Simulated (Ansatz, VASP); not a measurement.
**LiF in VASP and in Ansatz**

```
Li F
1.0
     0.00000    1.91330    2.06435
     1.91330    0.00000    2.06435
     1.91330    1.91330    0.00000
Li F
1 1
Direct
  0.00000 0.00000 0.00000
  0.50000 0.50000 0.50000
```

Change from the starting cell: strain -0.050 along x and y, +0.025 along z, atoms carried along.

Alike in both runs: task single point; functional LDA; k mesh 10 × 10 × 10; occupations gaussian, width 0.05 eV; no spin polarisation.

```csv
,VASP,Ansatz
version,VASP 6.6.1,Ansatz 0.2.0
potentials or method,"VASP PAW LDA potentials, release 64 (Li_sv, F), cutoff 520 eV","scalar-relativistic, plane waves, PAW"
valence electrons in the cell,10,10
```

|  | VASP | Ansatz | Ansatz less VASP |
| --- | --- | --- | --- |
| gap on the k mesh at the Fermi level (eV) | 9.44 | 9.45 | +0.007 |
| least direct gap on the mesh (eV) | 9.44 | 9.45 | +0.007 |

LDA's correlation is that of Perdew and Zunger in VASP and of Perdew and Wang (1992) in Ansatz.

Noted on VASP's run: the cutoff is short for stress, so the pressure is rough.
